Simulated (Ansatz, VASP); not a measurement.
**CdTe in VASP and in Ansatz**

```xyz
2
Lattice="0.0000 2.9050 2.9050 2.9050 0.0000 2.9050 2.9050 2.9050 0.0000" Properties=species:S:1:pos:R:3 pbc="T T T"
Cd    0.0000    0.0000    0.0000
Te    2.9050    2.9050    2.9050
```

Change from the starting cell: volume scaled by 0.94, LAPW.

Alike in both runs: task single point; functional LDA; k mesh 13 × 13 × 13; occupations fermi-dirac, width 0.05 eV; no spin polarisation.

|  | VASP | Ansatz |
| --- | --- | --- |
| version | VASP 6.6.1 | Ansatz 0.2.0 |
| potentials or method | VASP PAW LDA potentials, release 64 (Cd, Te), cutoff 520 eV | all-electron LAPW, scalar-relativistic |

Ansatz gave:

```
pressure (GPa) : 4.5
```

Question: What did VASP give for the same quantities?

Answer: Pressure (GPa): 5.0.

LDA's correlation is that of Perdew and Zunger in VASP and of Perdew and Wang (1992) in Ansatz. Ansatz ran all-electron here, and VASP with PAW potentials.

Spin-orbit coupling is off throughout.
